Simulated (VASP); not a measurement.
Here is a VASP 6.6.1 calculation.

File INCAR:

```
SYSTEM = In16Se15
PREC = Accurate ; ENCUT = 520
EDIFF = 1E-7 ; ISMEAR = 0
SIGMA = 0.02 ; LREAL = Auto
LASPH = .True. ; NELM = 60
ALGO = Normal ; ISIF = 2
LWAVE = .False. ; LCHARG = .True.
GGA = PE ; IVDW = 12
LVHAR = .True. ; NBANDS = 170
KPAR = 4
```

Contents of KPOINTS:

```
Automatic mesh
0
Gamma
  3 3 2
  0 0 0.5
```

POSCAR

```
In16Se15
1.0
    4.0317714843      6.9832330552      0.0000000000
    4.0317714842     -6.9832330553      0.0000000000
    0.0000000000      0.0000000000    -16.7623716915
In Se
16 15
Direct
    0.1666666667      0.3333333333      0.8332955340
    0.1672602279      0.8336301140      0.8308946012
    0.6663698860      0.3327397721      0.8308946012
    0.6663698860      0.8336301140      0.8308946012
    0.3152765982      0.6305531963      0.3382399714
    0.3152765982      0.1847234018      0.3382399714
    0.8333333333      0.6666666667      0.3373549964
    0.8694468037      0.1847234018      0.3382399714
    0.1666666667      0.3333333333      0.6665436507
    0.1667957735      0.8333978868      0.6637655702
    0.6666021132      0.3332042265      0.6637655702
    0.6666021132      0.8333978868      0.6637655702
    0.3299497862      0.6598995725      0.1685289165
    0.3299497862      0.1700502138      0.1685289165
    0.8333333333      0.6666666667      0.1707728272
    0.8401004275      0.1700502138      0.1685289165
    0.1713610106      0.8356805053      0.4092131897
    0.6643194947      0.3286389894      0.4092131897
    0.6643194947      0.8356805053      0.4092131897
    0.3342063661      0.6684127323      0.9086263343
    0.3342063661      0.1657936339      0.9086263343
    0.8333333333      0.6666666667      0.9074384632
    0.8315872677      0.1657936339      0.9086263343
    0.1666666667      0.3333333333      0.0860482801
    0.1666624748      0.8333312374      0.0937409462
    0.6666687626      0.3333375252      0.0937409462
    0.6666687626      0.8333312374      0.0937409462
    0.3319992379      0.6639984757      0.5873161108
    0.3319992379      0.1680007621      0.5873161108
    0.8333333333      0.6666666667      0.5874404609
    0.8360015243      0.1680007621      0.5873161108
```

Potentials or basis: VASP PAW PBE potentials, release 64 (In_d, Se).

The run is started by

```console
$ cat potpaw_PBE.64/In_d/POTCAR potpaw_PBE.64/Se/POTCAR > POTCAR
$ mpirun -np 4 vasp_std > vasp.out
```

Problem. Predict the dispersion energy per atom.

Solution. -0.287 eV.

Problem. Predict the band gap on the k mesh.

Solution. 0.62 eV.

Problem. Estimate the largest force.

Solution. 0.029 eV/Å.

Forces on the atoms (eV/Å):
```
In   0.000  0.000  0.002
In   0.000  0.000  0.028
In   0.000  0.000  0.028
In   0.000  0.000  0.028
In   0.016 -0.010 -0.006
In   0.000  0.019 -0.006
In   0.000  0.000  0.029
In  -0.016 -0.010 -0.006
In   0.000  0.000 -0.026
In  -0.005 -0.003  0.014
In   0.005 -0.003  0.014
In   0.000  0.006  0.014
In   0.006 -0.004 -0.028
In   0.000  0.007 -0.028
In   0.000  0.000 -0.028
In  -0.006 -0.004 -0.028
Se   0.004  0.002 -0.009
Se  -0.004  0.002 -0.009
Se   0.000 -0.004 -0.009
Se  -0.009  0.005 -0.017
Se   0.000 -0.010 -0.017
Se   0.000  0.000 -0.024
Se   0.009  0.005 -0.017
Se   0.000  0.000  0.019
Se   0.004  0.002  0.017
Se  -0.004  0.002  0.017
Se   0.000 -0.004  0.017
Se  -0.002  0.001  0.009
Se   0.000 -0.002  0.009
Se   0.000  0.000  0.003
Se   0.002  0.001  0.009
```

Caveat: the cell differs from its parent crystal (atoms taken out, then relaxed in part); spin-orbit coupling is left out, which moves the levels of the heavy elements.
